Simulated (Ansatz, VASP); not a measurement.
One calculation of Cs, two programs

Contents of INCAR:

```
SYSTEM = Cs
PREC = Accurate
ENCUT = 520
EDIFF = 1E-7
ISMEAR = 0
SIGMA = 0.05
LREAL = .FALSE.
LASPH = .TRUE.
NELM = 80
ALGO = Fast
ISIF = 2
LWAVE = .FALSE.
LCHARG = .FALSE.
GGA = PE
NBANDS = 10
```

File KPOINTS:

```
Automatic mesh
0
G
  10 10 10
  0 0 0
```

File POSCAR:

```
Cs
1.0
   -3.0250000000      3.0250000000      3.0250000000
    3.0250000000     -3.0250000000      3.0250000000
    3.0250000000      3.0250000000     -3.0250000000
Cs
1
Direct
    0.0000000000      0.0000000000      0.0000000000
```

Input for Ansatz:

```yaml
crystal:
  lattice:
    - [-3.025, 3.025, 3.025]
    - [3.025, -3.025, 3.025]
    - [3.025, 3.025, -3.025]
  atoms:
    - { symbol: Cs, position: [0.0, 0.0, 0.0] }
basis:
  ecutwfc: 420
  ecutrho_ratio: 4
kpoints:
  mp_grid: { grid: [10, 10, 10] }
hamiltonian:
  xc: pbe
scf:
  occupations: { method: gaussian, width: 0.05 }
output:
  forces: true
  stress: true
  eigenvalues: true
```

Alike in both runs: task single point; functional PBE; k mesh 10 × 10 × 10; occupations gaussian, width 0.05 eV; no spin polarisation.

|  | VASP | Ansatz |
| --- | --- | --- |
| version | VASP 6.6.1 | Ansatz 0.2.0 |
| potentials or method | VASP PAW PBE potentials, release 64 (Cs_sv), cutoff 520 eV | scalar-relativistic, plane waves, PAW |
| valence electrons in the cell | 9 | 9 |

```tsv
	VASP	Ansatz	Ansatz less VASP
gap on the k mesh at the Fermi level (eV)	none	none	-
pressure (GPa)	0.1	0.1	+0.01
```

A gap of «none» marks a metal or a gap that the smearing closes.

Spin-orbit coupling is off throughout.
